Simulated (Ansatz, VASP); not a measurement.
# One calculation of PbO2, two programs

```
Pb O
1.0
     0.00000    2.57661    2.57661
     2.57661    0.00000    2.57661
     2.57661    2.57661    0.00000
Pb O
1 2
Direct
  0.00000 0.00000 0.00000
  0.25000 0.25000 0.25000
  0.75000 0.75000 0.75000
```

Alike in both runs: task single point; functional r2SCAN; k mesh 14 × 14 × 14; occupations gaussian, width 0.1 eV; no spin polarisation.

```csv
,VASP,Ansatz
version,VASP 6.6.1,Ansatz 0.2.0
potentials or method,"VASP PAW PBE potentials, release 64 (Pb_d, O), cutoff 520 eV","scalar-relativistic, plane waves, PAW"
valence electrons in the cell,26,26
```

|  | VASP | Ansatz | Ansatz less VASP |
| --- | --- | --- | --- |
| gap on the k mesh at the Fermi level (eV) | none | none | - |
| pressure (GPa) | 21.2 | 19.5 | -1.64 |

VASP's potentials were made for PBE, not for r2SCAN. A gap of «none» marks a metal or a gap that the smearing closes. With one functional, cell and mesh, what is left measures potentials, basis and numerics.

Neither program's run includes spin-orbit coupling.
